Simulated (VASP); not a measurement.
# AlN (P6_3mc) in VASP: a series of runs, part 2 of 2

VASP 6.6.1. Earlier steps stand in the parts before.

## (5) Single point, LDA (volume scaled by 0.98)

INCAR reads:

```
  ALGO = Normal
  EDIFF = 1E-6
  ENCUT = 520
  ISIF = 2
  ISMEAR = -1
  LASPH = True
  LCHARG = False
  LREAL = False
  LWAVE = False
  NBANDS = 16
  NELM = 100
  PREC = Accurate
  SIGMA = 0.05
```

KPOINTS reads:

```
k-points
0
Gamma
  10 10 6
```

POSCAR reads:

```
AlN
1.0
    3.0921067530      0.0000000000      0.0000000000
   -1.5460533765      2.6778429994      0.0000000000
    0.0000000000      0.0000000000      4.9475694625
Al N
2 2
Direct
    0.6666666667      0.3333333333      0.5000000000
    0.3333333333      0.6666666667      0.0000000000
    0.6666666667      0.3333333333      0.8800000000
    0.3333333333      0.6666666667      0.3800000000
```

Potentials or basis: VASP PAW LDA potentials, release 64 (Al, N).

The run is started by

```console
$ cat potpaw_LDA.64/Al/POTCAR potpaw_LDA.64/N/POTCAR > POTCAR
$ mpirun -np 1 vasp_std > vasp.out
```

OUTCAR:

```text
EDIFF = 1E-6
   ENCUT = 520
   ISIF = 2
   ISMEAR = -1
   LASPH = True
   LREAL = False
   NELM = 100
   PREC = Accurate

 ion  position               nearest neighbor table
   1  0.667  0.333  0.500-   3 1.88   4 1.88   4 1.88   4 1.88   2 3.05   2 3.05   2 3.05   2 3.05
                             2 3.05   2 3.05
   2  0.333  0.667  0.000-   4 1.88   3 1.88   3 1.88   3 1.88   1 3.05   1 3.05   1 3.05   1 3.05
                             1 3.05   1 3.05
   3  0.667  0.333  0.880-   1 1.88   2 1.88   2 1.88   2 1.88
   4  0.333  0.667  0.380-   2 1.88   1 1.88   1 1.88   1 1.88

  LATTYP: Found a hexagonal cell.
 ALAT       =     3.0921067530
 C/A-ratio  =     1.6000642467

  Lattice vectors:

 A1 = (   3.0921067530,   0.0000000000,   0.0000000000)
 A2 = (  -1.5460533765,   2.6778429994,   0.0000000000)
 A3 = (   0.0000000000,   0.0000000000,   4.9475694625)

Analysis of symmetry for initial positions (statically):
=====================================================================
 Subroutine PRICEL returns:
 Original cell was already a primitive cell.

 Routine SETGRP: Setting up the symmetry group for a
 hexagonal supercell.

[... 176 lines left out ...]
 fundamental gap:      4.4251473510
 Fermi energy:         6.9928002629

 k-point     1 :       0.0000    0.0000    0.0000
  band No.  band energies     occupation
      1      -9.0694      2.00000
      2      -6.7828      2.00000
      3      -0.0650      2.00000
      4       5.2092      2.00000
      5       5.2092      2.00000
      6       5.8705      2.00000
[... 433 lines left out ...]
      3       0.5496      2.00000
      4       1.5992      2.00000
      5       2.9308      2.00000
      6       3.7375      2.00000
[... 8 lines left out ...]
     15      18.6962      0.00000
     16      20.9937      0.00000

 [... further k-points ...]

------------------------ aborting loop because EDIFF is reached ----------------------------------------

  FORCE on cell =-STRESS in cart. coord.  units (eV):
  Direction    XX          YY          ZZ          XY          YZ          ZX
  --------------------------------------------------------------------------------------
  -------------------------------------------------------------------------------------
  Total       -0.1353033     -0.1353033      0.2734664      0.0000000     -0.0000000      0.0000000
  in kB       -5.2916043     -5.2916043     10.6950578      0.0000000     -0.0000000      0.0000000
  external PRESSURE =       0.0372831 kB  Pullay stress =       0.0000000 kB

 VOLUME and BASIS-vectors are now :
 -----------------------------------------------------------------------------
  energy-cutoff  :      520.00
  volume of cell :       40.97
      direct lattice vectors                 reciprocal lattice vectors
     3.092106753  0.000000000  0.000000000     0.323404099  0.186717444  0.000000000
    -1.546053376  2.677842999  0.000000000     0.000000000  0.373434888  0.000000000
     0.000000000  0.000000000  4.947569462     0.000000000  0.000000000  0.202119446

 POSITION                                       TOTAL-FORCE (eV/Angst)
 -----------------------------------------------------------------------------------
      1.54605      0.89261      2.47378        -0.000000     -0.000000     -0.135077
     -0.00000      1.78523      0.00000        -0.000000      0.000000     -0.135077
      1.54605      0.89261      4.35386        -0.000000     -0.000000      0.135077
     -0.00000      1.78523      1.88008         0.000000      0.000000      0.135077
 -----------------------------------------------------------------------------------
    total drift:                               -0.000000      0.000000     -0.000850

  FREE ENERGIE OF THE ION-ELECTRON SYSTEM (eV)
  ---------------------------------------------------
  free  energy   TOTEN  =       -32.8400490398 eV

  energy  without entropy=      -32.8400490397  energy(sigma->0) =      -32.84004904
```

It took 10 s on 1 thread of Intel Xeon 6975P-C (Granite Rapids), shared host; peak memory 0.15 GiB.

What came out:

```yaml
Free_energy: -32.8400 eV
Pressure: 0.0 GPa
Largest_force: 0.135 eV/Å
Band_gap_on_the_k_mesh: 4.43 eV, direct
```

Forces in eV/Å, atoms in the order of the input:
```
Al   0.000  0.000 -0.135
Al   0.000  0.000 -0.135
N    0.000  0.000  0.135
N    0.000  0.000  0.135
```

Stress tensor (GPa, compression positive):
```
-0.53  0.00  0.00
 0.00 -0.53  0.00
 0.00  0.00  1.07
```

 A k mesh can miss the band edges.

## (6) Single point, PBEsol (volume scaled by 0.98)

INCAR reads:

```
PREC = Accurate
ENCUT = 520
EDIFF = 1E-7
ISMEAR = -1
SIGMA = 0.05
LREAL = F
LASPH = T
NELM = 100
ALGO = Normal
ISIF = 2
LWAVE = F
LCHARG = F
GGA = PS
NBANDS = 16
```

KPOINTS reads:

```
Automatic mesh
0
Gamma
  10 10 6
```

POSCAR is that of step 5.

Potentials or basis: VASP PAW PBE potentials, release 64 (Al, N).

The run is started by

```console
$ cat potpaw_PBE.64/Al/POTCAR potpaw_PBE.64/N/POTCAR > POTCAR
$ mpirun -np 1 vasp_std > vasp.out
```

OUTCAR:

```text
PREC = Accurate
   ENCUT = 520
   EDIFF = 1E-7
   ISMEAR = -1
   LREAL = F
   LASPH = T
   NELM = 100
   ISIF = 2
   GGA = PS

 ion  position               nearest neighbor table
   1  0.667  0.333  0.500-   3 1.88   4 1.88   4 1.88   4 1.88   2 3.05   2 3.05   2 3.05   2 3.05
                             2 3.05   2 3.05
   2  0.333  0.667  0.000-   4 1.88   3 1.88   3 1.88   3 1.88   1 3.05   1 3.05   1 3.05   1 3.05
                             1 3.05   1 3.05
   3  0.667  0.333  0.880-   1 1.88   2 1.88   2 1.88   2 1.88
   4  0.333  0.667  0.380-   2 1.88   1 1.88   1 1.88   1 1.88

  LATTYP: Found a hexagonal cell.
 ALAT       =     3.0921067530
 C/A-ratio  =     1.6000642467

  Lattice vectors:

 A1 = (   3.0921067530,   0.0000000000,   0.0000000000)
 A2 = (  -1.5460533765,   2.6778429994,   0.0000000000)
 A3 = (   0.0000000000,   0.0000000000,   4.9475694625)

Analysis of symmetry for initial positions (statically):
=====================================================================
 Subroutine PRICEL returns:
 Original cell was already a primitive cell.

 Routine SETGRP: Setting up the symmetry group for a
 hexagonal supercell.

 Subroutine GETGRP returns: Found 12 space group operations
 (whereof  6 operations were pure point group operations)
 out of a pool of 24 trial point group operations.

The static configuration has the point symmetry C_3v.
 The point group associated with its full space group is C_6v.

Analysis of symmetry for dynamics (positions and initial velocities):
=====================================================================
 Subroutine PRICEL returns:
 Original cell was already a primitive cell.

 Routine SETGRP: Setting up the symmetry group for a
 hexagonal supercell.

 Subroutine GETGRP returns: Found 12 space group operations
 (whereof  6 operations were pure point group operations)
 out of a pool of 24 trial point group operations.

The dynamic configuration has the point symmetry C_3v.
 The point group associated with its full space group is C_6v.

 Subroutine INISYM returns: Found 12 space group operations
 (whereof  6 operations are pure point group operations),
 and found     1 'primitive' translations

----------------------------------------------------------------------------------------

                                     Primitive cell

  volume of cell :      40.9667

  direct lattice vectors                    reciprocal lattice vectors
     3.092106753  0.000000000  0.000000000     0.323404099  0.186717444  0.000000000
    -1.546053376  2.677842999  0.000000000     0.000000000  0.373434888  0.000000000
     0.000000000  0.000000000  4.947569462     0.000000000  0.000000000  0.202119446

  length of vectors
     3.092106753  3.092106753  4.947569462     0.373434888  0.373434888  0.202119446

  position of ions in fractional coordinates (direct lattice)
     0.666666667  0.333333333  0.500000000
     0.333333333  0.666666667  0.000000000
     0.666666667  0.333333333  0.880000000
     0.333333333  0.666666667  0.380000000

  ion indices of the primitive-cell ions
   primitive index   ion index
                 1           1
                 2           2
                 3           3
                 4           4

----------------------------------------------------------------------------------------

 KPOINTS: Automatic mesh

[... 27 lines left out ...]
  0.300000  0.000000  0.000000      6.000000
  0.400000  0.000000  0.000000      6.000000
  0.500000  0.000000  0.000000      3.000000
[... 16 lines left out ...]
  0.300000  0.100000  0.166667     24.000000
  0.400000  0.100000  0.166667     24.000000
 [... further k-points ...]
   k-points           NKPTS =     56   k-points in BZ     NKDIM =     56   number of bands    NBANDS=     16
   number of dos      NEDOS =    301   number of ions     NIONS =      4
   total plane-waves  NPLWV =  23040
   dimension x,y,z NGX =    24 NGY =   24 NGZ =   40
   dimension x,y,z NGXF=    48 NGYF=   48 NGZF=   80
   ions per type =               2   2
   NGX,Y,Z   is equivalent  to a cutoff of  12.90, 12.90, 13.44 a.u.
   NGXF,Y,Z  is equivalent  to a cutoff of  25.81, 25.81, 26.88 a.u.
 SYSTEM =  unknown system
   PREC   = accura    normal or accurate (medium, high low for compatibility)
   ISTART =      0    job   : 0-new  1-cont  2-samecut
   ICHARG =      2    charge: 1-file 2-atom 10-const
   ISPIN  =      1    spin polarized calculation?
   LNONCOLLINEAR =      F non collinear calculations
   LSORBIT =      F    spin-orbit coupling
   LASPH  =      T    aspherical Exc in radial PAW
   ENCUT  =  520.0 eV  38.22 Ry    6.18 a.u.   5.75  5.75  9.20*2*pi/ulx,y,z
   NELM   =    100;   NELMIN=  2; NELMDL= -5     # of ELM steps
   EDIFF  = 0.1E-06   stopping-criterion for ELM
   LREAL  =      F    real-space projection
   EDIFFG = 0.1E-05   stopping-criterion for IOM
   NSW    =      0    number of steps for IOM
   IBRION =     -1    ionic relax: 0-MD 1-quasi-New 2-CG
   NFREE  =      0    steps in history (QN), initial steepest desc. (CG)
   ISIF   =      2    stress and relaxation
   ISYM   =      2    0-nonsym 1-usesym 2-fastsym
   POTIM  = 0.5000    time-step for ionic-motion
   TEBEG  =    0.0;   TEEND  =   0.0 temperature during run
   PSTRESS=    0.0 pullay stress
   NELECT =      16.0000    total number of electrons
   NUPDOWN=      -1.0000    fix difference up-down
   EMIN   =  10.00;   EMAX   =-10.00  energy-range for DOS
   EFERMI =   0.00;   METHOD = LEGACY
   ISMEAR =    -1;   SIGMA  =   0.05  broadening in eV -4-tet -1-fermi 0-gaus
   EFERMI_NEDOS =   21; number of points for ismear=-14 and -15
   IALGO  =     38    algorithm
   IMIX   =      4    mixing-type and parameters
     AMIX     =   0.40;   BMIX     =  1.00
     AMIX_MAG =   1.60;   BMIX_MAG =  1.00
  volume/ion in A,a.u.               =      10.24        69.11
  Fermi-wavevector in a.u.,A,eV,Ry     =   1.196661  2.261361 19.483497  1.431997
  Thomas-Fermi vector in A             =   2.332595
   LORBIT       =      0    0 simple, 1 ext, 2 COOP (PROOUT), +10 PAW based schemes
   GGA     = PS    functional components
   LHFCALC =     F    Hartree Fock is set to
   AEXX    =    0.0000 exact exchange contribution
   IVDW    =     0    specifies the selected vdW correction
   LEPSILON=     F    determine dielectric tensor
   LRPA    =     F    only Hartree local field effects (RPA)
 non-spin polarized calculation
  energy-cutoff  :      520.00
  volume of cell :       40.97
 maximum number of plane-waves:      1124
 NGX is ok and might be reduce to    24
   NGX = 11   NGY = 11   NGZ = 19

 number of electron      15.9999996 magnetization

 Free energy of the ion-electron system (eV)
  ---------------------------------------------------
  ext. energy  EPLUGINS =         0.00000000
  ---------------------------------------------------
  free energy    TOTEN  =       -31.29843437 eV

  energy without entropy =      -31.29843437  energy(sigma->0) =      -31.29843437

 E-fermi :   7.1684     XC(G=0): -11.1923

 val. band max:        6.2253855886   @ k =   0.0000   0.0000   0.0000
 cond. band min:      10.5521277813   @ k =   0.0000   0.0000   0.0000
 fundamental gap:      4.3267421928
 Fermi energy:         7.1683969078

 k-point     1 :       0.0000    0.0000    0.0000
  band No.  band energies     occupation
      1      -9.0345      2.00000
      2      -6.7853      2.00000
      3       0.0998      2.00000
      4       5.3811      2.00000
      5       5.3811      2.00000
      6       6.0405      2.00000
[... 433 lines left out ...]
      3       0.7166      2.00000
      4       1.7681      2.00000
      5       3.1000      2.00000
      6       3.9125      2.00000
[... 8 lines left out ...]
     15      18.9347      0.00000
     16      21.2865      0.00000

 [... further k-points ...]

------------------------ aborting loop because EDIFF is reached ----------------------------------------

  FORCE on cell =-STRESS in cart. coord.  units (eV):
  Direction    XX          YY          ZZ          XY          YZ          ZX
  --------------------------------------------------------------------------------------
  -------------------------------------------------------------------------------------
  Total        1.0341984      1.0341984      1.3869277      0.0000000     -0.0000000     -0.0000000
  in kB       40.4466883     40.4466883     54.2416521      0.0000000     -0.0000000     -0.0000000
  external PRESSURE =      45.0450095 kB  Pullay stress =       0.0000000 kB

 VOLUME and BASIS-vectors are now :
 -----------------------------------------------------------------------------
  energy-cutoff  :      520.00
  volume of cell :       40.97
      direct lattice vectors                 reciprocal lattice vectors
     3.092106753  0.000000000  0.000000000     0.323404099  0.186717444  0.000000000
    -1.546053376  2.677842999  0.000000000     0.000000000  0.373434888  0.000000000
     0.000000000  0.000000000  4.947569462     0.000000000  0.000000000  0.202119446

 POSITION                                       TOTAL-FORCE (eV/Angst)
 -----------------------------------------------------------------------------------
      1.54605      0.89261      2.47378         0.000000      0.000000     -0.147964
     -0.00000      1.78523      0.00000         0.000000     -0.000000     -0.147964
      1.54605      0.89261      4.35386        -0.000000     -0.000000      0.147964
     -0.00000      1.78523      1.88008         0.000000     -0.000000      0.147964
 -----------------------------------------------------------------------------------
    total drift:                               -0.000000      0.000000     -0.000774

  FREE ENERGIE OF THE ION-ELECTRON SYSTEM (eV)
  ---------------------------------------------------
  free  energy   TOTEN  =       -31.2984343750 eV

  energy  without entropy=      -31.2984343749  energy(sigma->0) =      -31.29843437
```

OSZICAR:

```text
N       E                     dE             d eps       ncg     rms          rms(c)
DAV:   1     0.408352885609E+02    0.40835E+02   -0.72665E+03  1792   0.894E+02
DAV:   2    -0.324540502414E+02   -0.73289E+02   -0.67202E+02  2512   0.189E+02
DAV:   3    -0.358111010850E+02   -0.33571E+01   -0.33468E+01  2248   0.418E+01
DAV:   4    -0.358310780385E+02   -0.19977E-01   -0.19976E-01  2224   0.363E+00
DAV:   5    -0.358313347479E+02   -0.25671E-03   -0.25671E-03  2216   0.415E-01    0.119E+01
DAV:   6    -0.313544438284E+02    0.44769E+01   -0.95780E+00  2136   0.225E+01    0.424E+00
DAV:   7    -0.313358038667E+02    0.18640E-01   -0.63607E-01  1984   0.555E+00    0.292E+00
DAV:   8    -0.313028644467E+02    0.32939E-01   -0.70448E-02  1968   0.224E+00    0.568E-01
DAV:   9    -0.312981584794E+02    0.47060E-02   -0.12281E-02  2360   0.826E-01    0.246E-01
DAV:  10    -0.312985068641E+02   -0.34838E-03   -0.13550E-03  1912   0.240E-01    0.150E-01
DAV:  11    -0.312984357524E+02    0.71112E-04   -0.11509E-04  2152   0.790E-02    0.317E-02
DAV:  12    -0.312984348587E+02    0.89375E-06   -0.50619E-06  2040   0.192E-02    0.581E-03
DAV:  13    -0.312984343544E+02    0.50425E-06   -0.19677E-06  2280   0.105E-02    0.363E-03
DAV:  14    -0.312984343750E+02   -0.20547E-07   -0.12533E-07  1184   0.311E-03
   1 F= -.31298434E+02 E0= -.31298434E+02  d E =-.794665E-10
```

stdout:

```text
POSCAR found type information on POSCAR AlN
 POSCAR found :  2 types and       4 ions
 scaLAPACK will be used
 -----------------------------------------------------------------------------
|                                                                             |
|                                                                             |
|     You enforced a specific xc type in the INCAR file but a different       |
|     I HOPE YOU KNOW WHAT YOU ARE DOING!                                     |
|                                                                             |
 -----------------------------------------------------------------------------

 LDA part: xc-table for (Slater+PW92), standard interpolation
 POSCAR, INCAR and KPOINTS ok, starting setup
 FFT: planning ... GRIDC
 FFT: planning ... GRID_SOFT
 FFT: planning ... GRID
 WAVECAR not read
 entering main loop
```

It took 12 s on 1 thread of Intel Xeon 6975P-C (Granite Rapids), shared host; peak memory 0.17 GiB.

What came out:

```yaml
Free_energy: -31.2984 eV
Pressure: 4.5 GPa
Largest_force: 0.148 eV/Å
Band_gap_on_the_k_mesh: 4.33 eV, direct
```

Forces in eV/Å, atoms in the order of the input:
```
Al   0.000  0.000 -0.148
Al   0.000  0.000 -0.148
N    0.000  0.000  0.148
N    0.000  0.000  0.148
```

Caveat: the PAW data sets were made with another functional, which shifts forces and pressure a little.

## (7) Overview

```csv
level,potentials or basis,cell,gap on the mesh (eV),pressure (GPa),largest force (eV/Å)
PBEsol,"VASP PAW PBE potentials, release 64 (Al, N)","a = 3.049, b = 3.049, c = 4.879 Å, angles 90.0, 90.0, 120.0°, 4 atoms",4.70,14.4,0.18
LDA,"VASP PAW LDA potentials, release 64 (Al, N)","a = 3.071, b = 3.071, c = 4.914 Å, angles 90.0, 90.0, 120.0°, 4 atoms",4.61,4.6,0.15
PBEsol,"VASP PAW PBE potentials, release 64 (Al, N)","a = 3.071, b = 3.071, c = 4.914 Å, angles 90.0, 90.0, 120.0°, 4 atoms",4.51,9.2,0.16
LDA,"VASP PAW LDA potentials, release 64 (Al, N)","a = 3.092, b = 3.092, c = 4.948 Å, angles 90.0, 90.0, 120.0°, 4 atoms",4.43,0.0,0.14
PBEsol,"VASP PAW PBE potentials, release 64 (Al, N)","a = 3.092, b = 3.092, c = 4.948 Å, angles 90.0, 90.0, 120.0°, 4 atoms",4.33,4.5,0.15
```

Alike in all rows: task single point; no spin polarisation; k mesh 10 × 10 × 6; cutoff (eV) 520; smearing fermi-dirac 0.05 eV.

Caveats: the PAW data sets were made with another functional, which shifts forces and pressure a little (some runs).

Total energies depend on the potentials used, so only differences within one code and one set of settings carry meaning.
